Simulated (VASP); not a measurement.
A run of VASP 6.6.1:

The input INCAR:

```
ALGO = Fast ; EDIFF = 1E-6
ENCUT = 520 ; GGA = PS
ISIF = 2 ; ISMEAR = 0
LASPH = T ; LCHARG = F
LREAL = F ; LWAVE = F
NBANDS = 19 ; NELM = 60
PREC = Accurate ; SIGMA = 0.1
```

The input KPOINTS:

```
k-points
0
Gamma
  24 24 12
```

The input POSCAR:

```
Ti
1.0
    2.8714308483      0.0000000000      0.0000000000
   -1.4357154242      2.4867320599      0.0000000000
    0.0000000000      0.0000000000      4.6185363893
Ti
2
Direct
    0.3333333333      0.6666666667      0.2500000000
    0.6666666667      0.3333333333      0.7500000000
```

Potentials or basis: VASP PAW PBE potentials, release 64 (Ti_sv).

Run with:

```sh
$ cat potpaw_PBE.64/Ti_sv/POTCAR > POTCAR
$ mpirun -np 1 vasp_std > vasp.out
```

Hardware: 1 thread of AMD EPYC 9R45 96-Core Processor (Zen 5) (shared host).

Q: Estimate the wall time of this run.

A: Run time: 6.9 min on 1 thread of AMD EPYC 9R45 96-Core Processor (Zen 5), with other jobs on the host, peak memory 0.3 GiB. Counts: scf iterations 36, k points 427.
